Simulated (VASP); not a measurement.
# Sn3Se (Pm-3m) in VASP: notebook

Runs on Sn3Se. Level: PBEsol. Tasks: single point.

All numbers are computed with VASP 6.6.1; they aren't measurements. Logs are shortened: lines on timing, memory, paths and dates and some standing lists are left out, and cuts for length are marked.

## (1) The cell of the first run

It takes space group Pm-3m (No. 221, cubic). Conventional cell: a = 4.326 Å, b = 4.326 Å, c = 4.326 Å, α = 90.00°, β = 90.00°, γ = 90.00°. Within 4.0 Å of Sn (site symmetry 4/mmm) lie 8 Sn at 3.06 Å and 4 Se at 3.06 Å. Se (site symmetry m-3m) has 12 Sn at 3.06 Å within 4.0 Å.

## (2) Single point, PBEsol

INCAR reads:

```
PREC = Accurate
ENCUT = 520
EDIFF = 1E-7
ISMEAR = -1
SIGMA = 0.05
LREAL = F
LASPH = T
NELM = 60
ALGO = Normal
ISIF = 2
LWAVE = F
LCHARG = F
GGA = PS
NBANDS = 32
```

KPOINTS reads:

```
regular mesh
0
Gamma
  6 6 6
```

POSCAR reads:

```
Sn3Se
1.0
    4.3262578975      0.0000000000      0.0000000000
    0.0000000000      4.3262578975      0.0000000000
    0.0000000000      0.0000000000      4.3262578975
Sn Se
3 1
Direct
    0.5000000000      0.5000000000      0.0000000000
    0.5000000000      0.0000000000      0.5000000000
    0.0000000000      0.5000000000      0.5000000000
    0.0000000000      0.0000000000      0.0000000000
```

Potentials or basis: VASP PAW PBE potentials, release 64 (Sn_d, Se).

Started as:

```console
cat potpaw_PBE.64/Sn_d/POTCAR potpaw_PBE.64/Se/POTCAR > POTCAR
mpirun -np 1 vasp_std > vasp.out
```

OUTCAR:

```text
PREC = Accurate
   ENCUT = 520
   EDIFF = 1E-7
   ISMEAR = -1
   LREAL = F
   LASPH = T
   NELM = 60
   ISIF = 2
   GGA = PS

 ion  position               nearest neighbor table
   1  0.500  0.500  0.000-   2 3.06   3 3.06   4 3.06   2 3.06   3 3.06   2 3.06   4 3.06   2 3.06
                             3 3.06   4 3.06   3 3.06   4 3.06
   2  0.500  0.000  0.500-   1 3.06   3 3.06   4 3.06   1 3.06   4 3.06   1 3.06   3 3.06   1 3.06
                             3 3.06   4 3.06   4 3.06   3 3.06
   3  0.000  0.500  0.500-   1 3.06   2 3.06   4 3.06   1 3.06   4 3.06   2 3.06   4 3.06   4 3.06
                             1 3.06   2 3.06   1 3.06   2 3.06
   4  0.000  0.000  0.000-   1 3.06   2 3.06   3 3.06   2 3.06   3 3.06   1 3.06   3 3.06   3 3.06
                             1 3.06   2 3.06   2 3.06   1 3.06

  LATTYP: Found a simple cubic cell.
 ALAT       =     4.3262578975

  Lattice vectors:

 A1 = (   4.3262578975,   0.0000000000,   0.0000000000)
 A2 = (   0.0000000000,   4.3262578975,   0.0000000000)
 A3 = (   0.0000000000,   0.0000000000,   4.3262578975)

Analysis of symmetry for initial positions (statically):
=====================================================================
 Subroutine PRICEL returns:
 Original cell was already a primitive cell.

 Routine SETGRP: Setting up the symmetry group for a
 simple cubic supercell.

 Subroutine GETGRP returns: Found 48 space group operations
 (whereof 48 operations were pure point group operations)
 out of a pool of 48 trial point group operations.

The static configuration has the point symmetry O_h .

Analysis of symmetry for dynamics (positions and initial velocities):
=====================================================================
 Subroutine PRICEL returns:
 Original cell was already a primitive cell.

 Routine SETGRP: Setting up the symmetry group for a
 simple cubic supercell.

 Subroutine GETGRP returns: Found 48 space group operations
 (whereof 48 operations were pure point group operations)
 out of a pool of 48 trial point group operations.

The dynamic configuration has the point symmetry O_h .

 Subroutine INISYM returns: Found 48 space group operations
 (whereof 48 operations are pure point group operations),
 and found     1 'primitive' translations

----------------------------------------------------------------------------------------

                                     Primitive cell

  volume of cell :      80.9724

  direct lattice vectors                    reciprocal lattice vectors
     4.326257897  0.000000000  0.000000000     0.231146645  0.000000000  0.000000000
     0.000000000  4.326257897  0.000000000     0.000000000  0.231146645  0.000000000
     0.000000000  0.000000000  4.326257897     0.000000000  0.000000000  0.231146645

  length of vectors
     4.326257897  4.326257897  4.326257897     0.231146645  0.231146645  0.231146645

  position of ions in fractional coordinates (direct lattice)
     0.500000000  0.500000000  0.000000000
     0.500000000  0.000000000  0.500000000
     0.000000000  0.500000000  0.500000000
     0.000000000  0.000000000  0.000000000

  ion indices of the primitive-cell ions
   primitive index   ion index
                 1           1
                 2           2
                 3           3
                 4           4

----------------------------------------------------------------------------------------

 KPOINTS: regular mesh

Automatic generation of k-mesh.
 Grid dimensions read from file:
 generate k-points for:    6    6    6

 Generating k-lattice:

  Cartesian coordinates                     Fractional coordinates (reciprocal lattice)
     0.038524441  0.000000000  0.000000000     0.166666667  0.000000000  0.000000000
     0.000000000  0.038524441  0.000000000     0.000000000  0.166666667  0.000000000
     0.000000000  0.000000000  0.038524441     0.000000000  0.000000000  0.166666667

  Length of vectors
     0.038524441  0.038524441  0.038524441

  Shift w.r.t. Gamma in fractional coordinates (k-lattice)
     0.000000000  0.000000000  0.000000000

 Subroutine IBZKPT returns following result:
 ===========================================

 Found     20 irreducible k-points:

 Following reciprocal coordinates:
            Coordinates               Weight
  0.000000  0.000000  0.000000      1.000000
  0.166667  0.000000  0.000000      6.000000
  0.333333  0.000000  0.000000      6.000000
  0.500000  0.000000  0.000000      3.000000
  0.166667  0.166667  0.000000     12.000000
  0.333333  0.166667  0.000000     24.000000
[... 12 lines left out ...]
  0.500000  0.500000  0.333333      6.000000
  0.500000  0.500000  0.500000      1.000000
   k-points           NKPTS =     20   k-points in BZ     NKDIM =     20   number of bands    NBANDS=     32
   number of dos      NEDOS =    301   number of ions     NIONS =      4
   total plane-waves  NPLWV =  32768
   dimension x,y,z NGX =    32 NGY =   32 NGZ =   32
   dimension x,y,z NGXF=    64 NGYF=   64 NGZF=   64
   ions per type =               3   1
   NGX,Y,Z   is equivalent  to a cutoff of  12.30, 12.30, 12.30 a.u.
   NGXF,Y,Z  is equivalent  to a cutoff of  24.59, 24.59, 24.59 a.u.
 SYSTEM =  unknown system
   PREC   = accura    normal or accurate (medium, high low for compatibility)
   ISTART =      0    job   : 0-new  1-cont  2-samecut
   ICHARG =      2    charge: 1-file 2-atom 10-const
   ISPIN  =      1    spin polarized calculation?
   LNONCOLLINEAR =      F non collinear calculations
   LSORBIT =      F    spin-orbit coupling
   LASPH  =      T    aspherical Exc in radial PAW
   ENCUT  =  520.0 eV  38.22 Ry    6.18 a.u.   8.04  8.04  8.04*2*pi/ulx,y,z
   NELM   =     60;   NELMIN=  2; NELMDL= -5     # of ELM steps
   EDIFF  = 0.1E-06   stopping-criterion for ELM
   LREAL  =      F    real-space projection
   EDIFFG = 0.1E-05   stopping-criterion for IOM
   NSW    =      0    number of steps for IOM
   IBRION =     -1    ionic relax: 0-MD 1-quasi-New 2-CG
   NFREE  =      0    steps in history (QN), initial steepest desc. (CG)
   ISIF   =      2    stress and relaxation
   ISYM   =      2    0-nonsym 1-usesym 2-fastsym
   POTIM  = 0.5000    time-step for ionic-motion
   TEBEG  =    0.0;   TEEND  =   0.0 temperature during run
   PSTRESS=    0.0 pullay stress
   NELECT =      48.0000    total number of electrons
   NUPDOWN=      -1.0000    fix difference up-down
   EMIN   =  10.00;   EMAX   =-10.00  energy-range for DOS
   EFERMI =   0.00;   METHOD = LEGACY
   ISMEAR =    -1;   SIGMA  =   0.05  broadening in eV -4-tet -1-fermi 0-gaus
   EFERMI_NEDOS =   21; number of points for ismear=-14 and -15
   IALGO  =     38    algorithm
   IMIX   =      4    mixing-type and parameters
     AMIX     =   0.40;   BMIX     =  1.00
     AMIX_MAG =   1.60;   BMIX_MAG =  1.00
  volume/ion in A,a.u.               =      20.24       136.61
  Fermi-wavevector in a.u.,A,eV,Ry     =   1.375233  2.598813 25.732220  1.891265
  Thomas-Fermi vector in A             =   2.500587
   LORBIT       =      0    0 simple, 1 ext, 2 COOP (PROOUT), +10 PAW based schemes
   GGA     = PS    functional components
   LHFCALC =     F    Hartree Fock is set to
   AEXX    =    0.0000 exact exchange contribution
   IVDW    =     0    specifies the selected vdW correction
   LEPSILON=     F    determine dielectric tensor
   LRPA    =     F    only Hartree local field effects (RPA)
 non-spin polarized calculation
  energy-cutoff  :      520.00
  volume of cell :       80.97
 maximum number of plane-waves:      2212
   NGX = 17   NGY = 17   NGZ = 17

 number of electron      48.0000020 magnetization

 Free energy of the ion-electron system (eV)
  ---------------------------------------------------
  ext. energy  EPLUGINS =         0.00000000
  ---------------------------------------------------
  free energy    TOTEN  =       -15.56596459 eV

  energy without entropy =      -15.54624688  energy(sigma->0) =      -15.55610573

 E-fermi :  10.5967     XC(G=0): -11.6506

 val. band max:       10.5900222355   @ k =   0.3333   0.0000   0.0000
 cond. band min:      10.6080349821   @ k =   0.5000   0.1667   0.0000
 fundamental gap:      0.0180127465
 Fermi energy:        10.5966924073

 k-point     1 :       0.0000    0.0000    0.0000
  band No.  band energies     occupation
      1     -11.2925      2.00000
      2     -11.2925      2.00000
      3     -11.2925      2.00000
      4     -11.2475      2.00000
      5     -11.1573      2.00000
      6     -11.1573      2.00000
[... 24 lines left out ...]
     31      16.5491      0.00000
     32      16.5491      0.00000

 k-point     2 :       0.1667    0.0000    0.0000
  band No.  band energies     occupation
      1     -11.2865      2.00000
      2     -11.2599      2.00000
      3     -11.2599      2.00000
      4     -11.2224      2.00000
      5     -11.1536      2.00000
      6     -11.1367      2.00000
[... 24 lines left out ...]
     31      17.4456      0.00000
     32      17.9604      0.00000

 k-point     3 :       0.3333    0.0000    0.0000
  band No.  band energies     occupation
      1     -11.2736      2.00000
      2     -11.1712      2.00000
      3     -11.1712      2.00000
      4     -11.1660      2.00000
      5     -11.1386      2.00000
      6     -11.0847      2.00000
[... 24 lines left out ...]
     31      16.5608      0.00000
     32      17.0957      0.00000

 k-point     4 :       0.5000    0.0000    0.0000
  band No.  band energies     occupation
      1     -11.2667      2.00000
      2     -11.1515      2.00000
      3     -11.0992      2.00000
      4     -11.0843      2.00000
      5     -11.0843      2.00000
      6     -11.0450      2.00000
[... 514 lines left out ...]
     31      17.4240      0.00000
     32      19.4887      0.00000

 k-point    19 :       0.5000    0.5000    0.3333
  band No.  band energies     occupation
      1     -11.2083      2.00000
      2     -11.1595      2.00000
      3     -11.1595      2.00000
      4     -11.1471      2.00000
      5     -11.1366      2.00000
      6     -11.1366      2.00000
[... 24 lines left out ...]
     31      18.2677      0.00000
     32      19.5580      0.00000

 k-point    20 :       0.5000    0.5000    0.5000
  band No.  band energies     occupation
      1     -11.2289      2.00000
      2     -11.1607      2.00000
      3     -11.1607      2.00000
      4     -11.1607      2.00000
      5     -11.1566      2.00000
      6     -11.1566      2.00000
[... 24 lines left out ...]
     31      18.8065      0.00000
     32      19.4352      0.00000

------------------------ aborting loop because EDIFF is reached ----------------------------------------

  FORCE on cell =-STRESS in cart. coord.  units (eV):
  Direction    XX          YY          ZZ          XY          YZ          ZX
  --------------------------------------------------------------------------------------
  -------------------------------------------------------------------------------------
  Total       10.1132065     10.1132065     10.1132065      0.0000000     -0.0000000      0.0000000
  in kB      200.1069818    200.1069818    200.1069818      0.0000000     -0.0000000      0.0000000
  external PRESSURE =     200.1069818 kB  Pullay stress =       0.0000000 kB

 VOLUME and BASIS-vectors are now :
 -----------------------------------------------------------------------------
  energy-cutoff  :      520.00
  volume of cell :       80.97
      direct lattice vectors                 reciprocal lattice vectors
     4.326257897  0.000000000  0.000000000     0.231146645  0.000000000  0.000000000
     0.000000000  4.326257897  0.000000000     0.000000000  0.231146645  0.000000000
     0.000000000  0.000000000  4.326257897     0.000000000  0.000000000  0.231146645

 POSITION                                       TOTAL-FORCE (eV/Angst)
 -----------------------------------------------------------------------------------
      2.16313      2.16313      0.00000         0.000000      0.000000      0.000000
      2.16313      0.00000      2.16313         0.000000      0.000000      0.000000
      0.00000      2.16313      2.16313         0.000000      0.000000      0.000000
      0.00000      0.00000      0.00000         0.000000      0.000000      0.000000
 -----------------------------------------------------------------------------------
    total drift:                                0.000000     -0.000000     -0.000000

  FREE ENERGIE OF THE ION-ELECTRON SYSTEM (eV)
  ---------------------------------------------------
  free  energy   TOTEN  =       -15.5659645863 eV

  energy  without entropy=      -15.5462468830  energy(sigma->0) =      -15.55610573
```

Wall time 31 s (1 thread of AMD EPYC 7R43 (Zen 3), shared host); peak memory 0.16 GiB.

Results:

```
Free energy            : -15.5660 eV
Pressure               : 20.0 GPa
Band gap on the k mesh : zero (band 24 reaches 13.61 eV, above the bottom of band 25 at 9.86 eV)
```

Caveat: the PAW data sets were made with another functional, which shifts forces and pressure a little; spin-orbit coupling is left out, which moves the levels of the heavy elements.

## (3) Single point, PBEsol

This run uses another cell than the first one, of 22.05 Å³/atom, 1.089 times its volume.

INCAR reads:

```
  ALGO = Normal
  EDIFF = 1E-7
  ENCUT = 520
  GGA = PS
  ISIF = 2
  ISMEAR = -1
  LASPH = T
  LCHARG = F
  LREAL = F
  LWAVE = F
  NBANDS = 32
  NELM = 80
  PREC = Accurate
  SIGMA = 0.05
```

KPOINTS reads:

```
k-points
0
Gamma
  6 6 6
```

POSCAR reads:

```
Sn3Se
1.0
    4.4512449609      0.0000000000      0.0000000000
    0.0000000000      4.4512449609      0.0000000000
    0.0000000000      0.0000000000      4.4512449609
Sn Se
3 1
Direct
    0.5000000000      0.5000000000      0.0000000000
    0.5000000000      0.0000000000      0.5000000000
    0.0000000000      0.5000000000      0.5000000000
    0.0000000000      0.0000000000      0.0000000000
```

Potentials or basis: VASP PAW PBE potentials, release 64 (Sn_d, Se).

Started as:

```console
cat potpaw_PBE.64/Sn_d/POTCAR potpaw_PBE.64/Se/POTCAR > POTCAR
mpirun -np 1 vasp_std > vasp.out
```

It took 68 s on 1 thread of AMD EPYC 7R43 (Zen 3), shared host; peak memory 0.18 GiB.

It converged, with:

```
Free energy            : -16.2292 eV
Pressure               : 10.0 GPa
Band gap on the k mesh : zero (band 24 reaches 12.06 eV, above the bottom of band 25 at 8.87 eV)
```

Levels at points of the mesh, in eV from the Fermi level:
```csv
k point,band 21,band 22,band 23,band 24,band 25,band 26,band 27,band 28
"(0.00, 0.00, 0.00)",-4.60,-4.60,-0.01,-0.01,-0.01,2.65,2.65,2.65
"(0.50, 0.00, 0.00)",-3.92,-2.26,-2.26,-2.19,-0.54,2.71,2.71,2.72
"(0.50, 0.50, 0.00)",-2.70,-1.89,-1.89,-0.36,-0.11,-0.11,0.04,3.98
"(0.50, 0.50, 0.50)",-6.41,-6.41,-5.73,2.65,2.65,2.65,7.16,7.16
```

Caveat: the PAW data sets were made with another functional, which shifts forces and pressure a little; spin-orbit coupling is left out, which moves the levels of the heavy elements.
